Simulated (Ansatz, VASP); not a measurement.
**Two plane-wave programs on W**

```xyz
8
Lattice="5.0830 0.0000 0.0000 0.0000 5.0830 0.0000 0.0000 0.0000 5.0830" Properties=species:S:1:pos:R:3 pbc="T T T"
W     0.0000    0.0000    0.0000
W     2.5415    2.5415    2.5415
W     0.0000    2.5415    1.2708
W     0.0000    2.5415    3.8123
W     1.2708    0.0000    2.5415
W     3.8123    0.0000    2.5415
W     2.5415    3.8123    0.0000
W     2.5415    1.2708    0.0000
```

Alike in both runs: functional PBE; k mesh 9 × 9 × 9; occupations fermi-dirac, width 0.05 eV; no spin polarisation.

Ansatz relaxed the structure, and its values are those at the end. VASP's run is a single point on that final structure, the one shown.

|  | VASP | Ansatz |
| --- | --- | --- |
| version | VASP 6.6.1 | Ansatz 0.2.0 |
| potentials or method | VASP PAW PBE potentials, release 64 (W_sv) | plane-wave PAW, scalar-relativistic |
| plane-wave cutoff (eV) | 520 | 420 |
| valence electrons in the cell | 112 | 112 |

VASP gave:

| Property | Result |
| --- | --- |
| pressure (GPa) | 0.0 |

What did Ansatz give for the same quantities?

Pressure (GPa): -0.6.

Ansatz's warnings: stress scf threshold loose.

Neither program's run includes spin-orbit coupling.
